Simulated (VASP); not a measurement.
Write the native input for VASP 6.6.1 that does the following.

| Property | Result |
| --- | --- |
| Task | single point |
| Functional | PBEsol |
| Potentials or basis | VASP PAW PBE potentials, release 64 (Zn) |
| Cutoff | 520 eV |
| k mesh | 10 × 10 × 10 |
| Occupations | fermi-dirac, width 0.05 eV |
| Spin | no spin polarisation |
| Dipole correction | no |
| Further INCAR settings | ALGO = Fast; EDIFF = 1e-07; NBANDS = 12 |

The structure of Zn lies in POSCAR:

```
Zn
1.0
   -1.5690370000      1.5690370000      1.6317984800
    1.5690370000     -1.5690370000      1.6317984800
    1.5690370000      1.5690370000     -1.6317984800
Zn
1
Direct
    0.0000000000      0.0000000000      0.0000000000
```

One way to write it, as run:

INCAR

```
  PREC = Accurate
  ENCUT = 520
  EDIFF = 1E-7
  ISMEAR = -1
  SIGMA = 0.05
  LREAL = False
  LASPH = True
  NELM = 80
  ALGO = Fast
  ISIF = 2
  LWAVE = False
  LCHARG = True
  GGA = PS
  LELF = True
  LVHAR = True
  NBANDS = 12
```

KPOINTS

```
regular mesh
0
Gamma
  10 10 10
```

Potentials or basis: VASP PAW PBE potentials, release 64 (Zn).

Command:

```sh
$ cat potpaw_PBE.64/Zn/POTCAR > POTCAR
$ mpirun -np 1 vasp_std > vasp.out
```

Results of the run:

```
Pressure               : -6.8 GPa
Band gap on the k mesh : zero (band 6 reaches 6.00 eV, above the bottom of band 7 at 1.46 eV)
```

Caveat: the PAW data sets were made with another functional, which shifts forces and pressure a little.

Wall time 28 s on 1 thread of AMD EPYC 7R13, with other jobs on the host, peak memory 0.1 GiB.
